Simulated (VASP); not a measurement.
A run of VASP 6.6.1 is set up as follows.

INCAR

```
PREC = Accurate ; ENCUT = 520
EDIFF = 1E-7 ; ISMEAR = -1
SIGMA = 0.05 ; LREAL = F
LASPH = T ; NELM = 60
ALGO = Normal ; ISIF = 2
LWAVE = F ; LCHARG = F
GGA = CA ; NBANDS = 21
```

Contents of KPOINTS:

```
Automatic mesh
0
Gamma
  8 8 8
```

POSCAR

```
Ge
1.0
    0.0000000000      2.8476450493      2.8476450493
    2.8476450493      0.0000000000      2.8476450493
    2.8476450493      2.8476450493      0.0000000000
Ge
2
Direct
    0.7500000000      0.7500000000      0.7500000000
    0.5000000000      0.5000000000      0.5000000000
```

Potentials or basis: VASP PAW LDA potentials, release 64 (Ge_d).

The run is started by

```bash
$ cat potpaw_LDA.64/Ge_d/POTCAR > POTCAR
$ mpirun -np 1 vasp_std > vasp.out
```

**Question.** Estimate the pressure.

**Answer.** -2.4 GPa.

**Question.** What does it give for the band gap on the k mesh?

**Answer.** Zero (filled and empty bands touch).
